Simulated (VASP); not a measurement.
# CaSe (I-4m2) in VASP: single point with r2SCAN

Aim: the single point of CaSe with r2SCAN.

Program: VASP 6.6.1. These are calculated values, not measurements. Logs are shortened: lines on timing, memory, paths and dates and some standing lists are left out, and cuts for length are marked.

### Step 1. The cell of the first run

The structure is tetragonal, space group I-4m2 (No. 119). The conventional cell has a = 4.638 Å, b = 4.638 Å, c = 6.509 Å, α = 90.00°, β = 90.00°, γ = 90.00°. Ca (site symmetry -4m2) has 4 Se at 2.83 Å within 3.7 Å. Within 3.7 Å of Se (site symmetry -4m2) lie 4 Ca at 2.83 Å.

### Step 2. Single point, r2SCAN (uniaxial x strain -0.8%)

The input, POSCAR:

```
CaSe
1.0
    0.0000000000      3.2795613687      3.2795613687
    3.2543087461      0.0000000000      3.2795613687
    3.2543087461      3.2795613687      0.0000000000
Ca Se
1 1
Direct
    0.0000000000      0.0000000000      0.0000000000
    0.2500000000      0.2500000000      0.2500000000
```

The input, INCAR.step1:

```
  PREC = Accurate
  ENCUT = 520
  ISMEAR = 0
  SIGMA = 0.01
  LREAL = F
  LASPH = T
  NELM = 100
  NBANDS = 15
  GGA = PE
  ALGO = Normal
  EDIFF = 1E-4
  LWAVE = T
  LCHARG = F
```

The input, INCAR.step2:

```
  PREC = Accurate
  ENCUT = 520
  EDIFF = 1E-6
  ISMEAR = 0
  SIGMA = 0.01
  LREAL = F
  LASPH = T
  NELM = 100
  ALGO = Normal
  ISIF = 2
  LWAVE = F
  LCHARG = F
  METAGGA = R2SCAN
  LMIXTAU = T
  NBANDS = 15
  ISTART = 1
```

The input, KPOINTS:

```
regular mesh
0
Gamma
  6 6 6
```

Potentials or basis: VASP PAW PBE potentials, release 64 (Ca_sv, Se).

Command:

```bash
$ cat potpaw_PBE.64/Ca_sv/POTCAR potpaw_PBE.64/Se/POTCAR > POTCAR
$ cp INCAR.step1 INCAR
$ mpirun -np 1 vasp_std > vasp.out
$ cp INCAR.step2 INCAR
$ mpirun -np 1 vasp_std > vasp.out
```

OUTCAR:

```text
PREC = Accurate
   ENCUT = 520
   EDIFF = 1E-6
   ISMEAR = 0
   LREAL = F
   LASPH = T
   NELM = 100
   ISIF = 2
   METAGGA = R2SCAN
   ISTART = 1

 ion  position               nearest neighbor table
   1  0.000  0.000  0.000-   2 2.83   2 2.83   2 2.83   2 2.83
   2  0.250  0.250  0.250-   1 2.83   1 2.83   1 2.83   1 2.83

  LATTYP: Found a body centered tetragonal cell.
 ALAT       =     4.6380001663
 C/A-ratio  =     1.4033241179

  Lattice vectors:

 A1 = (  -3.2543087461,   0.0000000000,  -3.2795613687)
 A2 = (  -3.2543087461,   0.0000000000,   3.2795613687)
 A3 = (   3.2543087461,   3.2795613687,   0.0000000000)

Analysis of symmetry for initial positions (statically):
=====================================================================
 Subroutine PRICEL returns:
 Original cell was already a primitive cell.

 Routine SETGRP: Setting up the symmetry group for a
 body centered tetragonal supercell.

 Subroutine GETGRP returns: Found  8 space group operations
 (whereof  8 operations were pure point group operations)
 out of a pool of 16 trial point group operations.

The static configuration has the point symmetry D_2d.

Analysis of symmetry for dynamics (positions and initial velocities):
=====================================================================
 Subroutine PRICEL returns:
 Original cell was already a primitive cell.

 Routine SETGRP: Setting up the symmetry group for a
 body centered tetragonal supercell.

 Subroutine GETGRP returns: Found  8 space group operations
 (whereof  8 operations were pure point group operations)
 out of a pool of 16 trial point group operations.

The dynamic configuration has the point symmetry D_2d.

 Subroutine INISYM returns: Found  8 space group operations
 (whereof  8 operations are pure point group operations),
 and found     1 'primitive' translations

----------------------------------------------------------------------------------------

                                     Primitive cell

  volume of cell :      70.0036

  direct lattice vectors                    reciprocal lattice vectors
     0.000000000  3.279561369  3.279561369    -0.153642460  0.152459413  0.152459413
     3.254308746  0.000000000  3.279561369     0.153642460 -0.152459413  0.152459413
     3.254308746  3.279561369  0.000000000     0.153642460  0.152459413 -0.152459413

  length of vectors
[... 86 lines left out ...]
   IBRION =     -1    ionic relax: 0-MD 1-quasi-New 2-CG
   NFREE  =      0    steps in history (QN), initial steepest desc. (CG)
   ISIF   =      2    stress and relaxation
   ISYM   =      2    0-nonsym 1-usesym 2-fastsym
   POTIM  = 0.5000    time-step for ionic-motion
   TEBEG  =    0.0;   TEEND  =   0.0 temperature during run
   PSTRESS=    0.0 pullay stress
   NELECT =      16.0000    total number of electrons
   NUPDOWN=      -1.0000    fix difference up-down
   EMIN   =  10.00;   EMAX   =-10.00  energy-range for DOS
   EFERMI =   0.00;   METHOD = LEGACY
   ISMEAR =     0;   SIGMA  =   0.01  broadening in eV -4-tet -1-fermi 0-gaus
   EFERMI_NEDOS =   21; number of points for ismear=-14 and -15
   IALGO  =     38    algorithm
   IMIX   =      4    mixing-type and parameters
     AMIX     =   0.40;   BMIX     =  1.00
     AMIX_MAG =   1.60;   BMIX_MAG =  1.00
  volume/ion in A,a.u.               =      35.00       236.20
  Fermi-wavevector in a.u.,A,eV,Ry     =   1.000940  1.891502 13.631418  1.001881
  Thomas-Fermi vector in A             =   2.133329
   LORBIT       =      0    0 simple, 1 ext, 2 COOP (PROOUT), +10 PAW based schemes
   METAGGA = R2SCAN    functional components
   LHFCALC =     F    Hartree Fock is set to
   AEXX    =    0.0000 exact exchange contribution
   IVDW    =     0    specifies the selected vdW correction
   LEPSILON=     F    determine dielectric tensor
   LRPA    =     F    only Hartree local field effects (RPA)
 non-spin polarized calculation
 Gauss-broadening in eV      SIGMA  =   0.01
  energy-cutoff  :      520.00
  volume of cell :       70.00
 maximum number of plane-waves:      1901
 NGX is ok and might be reduce to    36
   NGX = 17   NGY = 17   NGZ = 17

 number of electron      16.0000003 magnetization

 Free energy of the ion-electron system (eV)
  ---------------------------------------------------
  ext. energy  EPLUGINS =         0.00000000
  ---------------------------------------------------
  free energy    TOTEN  =       -25.35895751 eV

  energy without entropy =      -25.35895751  energy(sigma->0) =      -25.35895751

 E-fermi :  -0.4863     XC(G=0):  -8.0454

 val. band max:       -0.5517924127   @ k =  -0.3333   0.1667   0.0000
 cond. band min:       3.1572152987   @ k =   0.0000   0.0000   0.0000
 fundamental gap:      3.7090077114
 Fermi energy:        -0.4862551833

 k-point     1 :       0.0000    0.0000    0.0000
  band No.  band energies     occupation
      1     -41.1136      2.00000
      2     -21.2484      2.00000
      3     -21.2464      2.00000
      4     -21.2463      2.00000
      5     -11.2838      2.00000
      6      -0.6531      2.00000
      7      -0.6531      2.00000
      8      -0.6433      2.00000
      9       3.1572      0.00000
     10       5.3890      0.00000
     11       5.4300      0.00000
     12       7.4662      0.00000
     13       7.4663      0.00000
     14       7.5003      0.00000
[... 401 lines left out ...]
      2     -21.2926      2.00000
      3     -21.2661      2.00000
      4     -21.2593      2.00000
      5     -10.9399      2.00000
      6      -1.4318      2.00000
      7      -1.1124      2.00000
      8      -0.6024      2.00000
      9       3.9080      0.00000
     10       5.0401      0.00000
     11       5.7331      0.00000
     12       6.5582      0.00000
     13       6.8548      0.00000
     14       7.8472      0.00000
     15       9.1247      0.00000

 [... further k-points ...]
[... 5 lines left out ...]
  --------------------------------------------------------------------------------------
  -------------------------------------------------------------------------------------
  Total        0.2095911      0.1962591      0.1962591      0.0000000      0.0000000      0.0000000
  in kB        4.7969279      4.4917969      4.4917969      0.0000000      0.0000000      0.0000000
  external PRESSURE =       4.5935072 kB  Pullay stress =       0.0000000 kB

 VOLUME and BASIS-vectors are now :
 -----------------------------------------------------------------------------
  energy-cutoff  :      520.00
  volume of cell :       70.00
      direct lattice vectors                 reciprocal lattice vectors
     0.000000000  3.279561369  3.279561369    -0.153642460  0.152459413  0.152459413
     3.254308746  0.000000000  3.279561369     0.153642460 -0.152459413  0.152459413
     3.254308746  3.279561369  0.000000000     0.153642460  0.152459413 -0.152459413

 POSITION                                       TOTAL-FORCE (eV/Angst)
 -----------------------------------------------------------------------------------
      0.00000      0.00000      0.00000        -0.000000      0.000000      0.000000
      1.62715      1.63978      1.63978         0.000000     -0.000000     -0.000000
 -----------------------------------------------------------------------------------
    total drift:                                0.000000     -0.000000     -0.000000

  FREE ENERGIE OF THE ION-ELECTRON SYSTEM (eV)
  ---------------------------------------------------
  free  energy   TOTEN  =       -25.3589575140 eV

  energy  without entropy=      -25.3589575140  energy(sigma->0) =      -25.35895751
```

OUTCAR.step1:

```text
PREC = Accurate
   ENCUT = 520
   ISMEAR = 0
   LREAL = F
   LASPH = T
[... 654 lines left out ...]
 -----------------------------------------------------------------------------------
      0.00000      0.00000      0.00000         0.000000      0.000000      0.000000
      1.62715      1.63978      1.63978        -0.000000     -0.000000     -0.000000
 -----------------------------------------------------------------------------------
    total drift:                                0.000000      0.000000      0.000000

  FREE ENERGIE OF THE ION-ELECTRON SYSTEM (eV)
  ---------------------------------------------------
  free  energy   TOTEN  =        -8.9652733572 eV

  energy  without entropy=       -8.9652733572  energy(sigma->0) =       -8.96527336
```

Wall time 3.8 min (1 thread of AMD EPYC 7R13, shared host); peak memory 0.2 GiB.

Results:

* Free energy: -25.3590 eV
* Pressure: 0.5 GPa
* Band gap on the k mesh: 3.71 eV (least direct gap 3.80 eV)

Levels at points of the mesh, in eV from the valence-band top:
```tsv
k point	band 6	band 7	band 8	band 9	band 10	band 11
(0.00, 0.00, 0.00)	-0.10	-0.10	-0.09	3.71	5.94	5.98
(0.50, 0.00, 0.00)	-1.24	-0.03	-0.01	5.63	6.08	6.09
(0.50, 0.50, 0.00)	-1.26	-0.04	-0.04	3.89	5.57	6.72
(0.00, 0.50, 0.50)	-1.25	-0.06	-0.06	3.90	5.57	6.73
```

Caveat: the cell differs from its parent crystal (uniaxial x strain -0.8%); the PAW data sets were made with another functional, which shifts forces and pressure a little.
